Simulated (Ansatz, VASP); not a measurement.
# PtWS4 in VASP and in Ansatz

File INCAR:

```
SYSTEM = PtWS4
  PREC = Accurate
  ENCUT = 600
  EDIFF = 1E-6
  ISMEAR = 0
  SIGMA = 0.1
  LREAL = .FALSE.
  LASPH = .TRUE.
  NELM = 100
  ALGO = Normal
  ISIF = 3
  LWAVE = .FALSE.
  LCHARG = .FALSE.
  GGA = PE
  IBRION = 2
  NSW = 90
  EDIFFG = -0.04
```

KPOINTS

```
regular mesh
0
G
  4 4 4
  0 0 0
```

POSCAR

```
PtWS4
1.0
    4.1993243600      0.0000000000      0.0000000000
    0.0000000000      4.1993243600      0.0000000000
    0.0000000000      0.0000000000      5.9387414600
Pt W S
1 1 4
Direct
    0.5000000000      0.5000000000      0.5000000000
    0.0000000000      0.0000000000      0.0000000000
    0.5000000000      0.0000000000      0.2500000000
    0.0000000000      0.5000000000      0.7500000000
    0.5000000000      0.0000000000      0.7500000000
    0.0000000000      0.5000000000      0.2500000000
```

Input for Ansatz:

```yaml
crystal:
  lattice:
    - [4.19932436, 0.0, 0.0]
    - [0.0, 4.19932436, 0.0]
    - [0.0, 0.0, 5.93874146]
  atoms:
    - { symbol: Pt, position: [0.5, 0.5, 0.5] }
    - { symbol: W, position: [0.0, 0.0, 0.0] }
    - { symbol: S, position: [0.5, 0.0, 0.25] }
    - { symbol: S, position: [0.0, 0.5, 0.75] }
    - { symbol: S, position: [0.5, 0.0, 0.75] }
    - { symbol: S, position: [0.0, 0.5, 0.25] }
basis:
  ecutwfc: 420
kpoints:
  mp_grid: { grid: [4, 4, 4] }
hamiltonian:
  xc: pbe
scf:
  occupations: { method: gaussian, width: 0.1 }
  lower_state_search: "off"
output:
  forces: true
  stress: true
  eigenvalues: true
relax:
  adjacent_minimum: "off"
  f_tol: 0.04
  max_steps: 70
  cell: { stress_tol: 0.4 }
```

Alike in both runs: task relaxation of cell and atoms; functional PBE; k mesh 4 × 4 × 4; occupations gaussian, width 0.1 eV; no spin polarisation.

|  | VASP | Ansatz |
| --- | --- | --- |
| version | VASP 6.6.1 | Ansatz 0.2.0 |
| potentials or method | VASP PAW PBE potentials, release 64 (Pt, W_sv, S), cutoff 600 eV | scalar-relativistic, plane waves, PAW |
| valence electrons in the cell | 48 | 56 |

Ansatz gave:

| Item | Value |
| --- | --- |
| gap on the k mesh at the Fermi level, each at its own relaxed structure (eV) | none |
| relaxed volume (Å³/atom) | 17.03 |
| relaxed cell length with the largest relative difference (Å) | 5.939 |

Problem. Which values does VASP return?

Solution. gap on the k mesh at the Fermi level, each at its own relaxed structure (eV): none; relaxed volume (Å³/atom): 17.01; relaxed cell length with the largest relative difference (Å): 5.926.

A gap of «none» marks a metal or a gap that the smearing closes. VASP's potentials hold 48 valence electrons a cell and Ansatz's 56, so a difference there can come from the potentials and not from the codes.

The k mesh is coarse, so the values compare programs but aren't converged. Neither program's run includes spin-orbit coupling.
